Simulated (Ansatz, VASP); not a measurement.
**Two plane-wave programs on LiCl**

```
Li Cl
1.0
    -0.00054    0.00153   -3.70434
     3.09523   -5.36228    0.00272
    -9.28193   -5.36016    0.00093
Li Cl
6 6
Direct
  0.33261 0.30616 0.69390
  0.33384 0.80623 0.19384
  0.66638 0.88782 0.49999
  0.66658 0.38768 0.99994
  0.99962 0.80605 0.80616
  0.00093 0.30637 0.30609
  0.83259 0.18011 0.81972
  0.83376 0.68032 0.31977
  0.16672 0.13945 0.50000
  0.16693 0.63933 0.00000
  0.49936 0.68019 0.68026
  0.50068 0.18029 0.18031
```

Change from the starting cell: cell x2, atoms moved at random (sigma 0.15 Å) and cell strained at random (1.5 %), then relaxed without symmetry.

Alike in both runs: functional PBE; k mesh 4 × 2 × 2; occupations gaussian, width 0.1 eV; no spin polarisation.

Ansatz relaxed the structure, and its values are those at the end. VASP's run is a single point on that final structure, the one shown.

|  | VASP | Ansatz |
| --- | --- | --- |
| version | VASP 6.6.1 | Ansatz 0.2.0 |
| potentials or method | VASP PAW PBE potentials, release 64 (Li_sv, Cl), cutoff 520 eV | scalar-relativistic, plane waves, PAW |
| valence electrons in the cell | 60 | 60 |

|  | VASP | Ansatz | Ansatz less VASP |
| --- | --- | --- | --- |
| gap on the k mesh at the Fermi level (eV) | 5.82 | 5.81 | -0.007 |
| least direct gap on the mesh (eV) | 5.82 | 5.81 | -0.007 |

The k mesh is coarse, so the values compare programs but aren't converged. Noted on VASP's run: the cutoff is under 1.25 times that of the potentials, so the pressure is a little rough.
